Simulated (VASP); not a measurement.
A run of VASP 6.6.1 is set up as follows.

INCAR

```
  PREC = Accurate
  ENCUT = 600
  EDIFF = 1E-6
  ISMEAR = -1
  SIGMA = 0.1
  LREAL = F
  LASPH = T
  NELM = 200
  ALGO = Normal
  ISIF = 2
  LWAVE = F
  LCHARG = F
  ISPIN = 2
  MAGMOM = 0.77 0.77
  LORBIT = 11
  LMAXMIX = 4
  GGA = PE
  NBANDS = 21
  GGA_COMPAT = F
```

The input KPOINTS:

```
Automatic mesh
0
Gamma
  6 12 12
```

Contents of POSCAR:

```
Ni
1.0
    0.0000000000      3.5439000000      3.5439000000
    1.7719500000      0.0000000000      1.7719500000
    1.7719500000      1.7719500000      0.0000000000
Ni
2
Direct
    0.0000000000      0.0000000000      0.0000000000
    0.5000000000      0.0000000000      0.0000000000
```

Potentials or basis: VASP PAW PBE potentials, release 64 (Ni).

The run is started by

```bash
$ cat potpaw_PBE.64/Ni/POTCAR > POTCAR
$ mpirun -np 1 vasp_std > vasp.out
```

Problem. Estimate the site moments.

Solution. Ni +0.65 μB.

Problem. What does it give for the pressure?

Solution. -3.7 GPa.
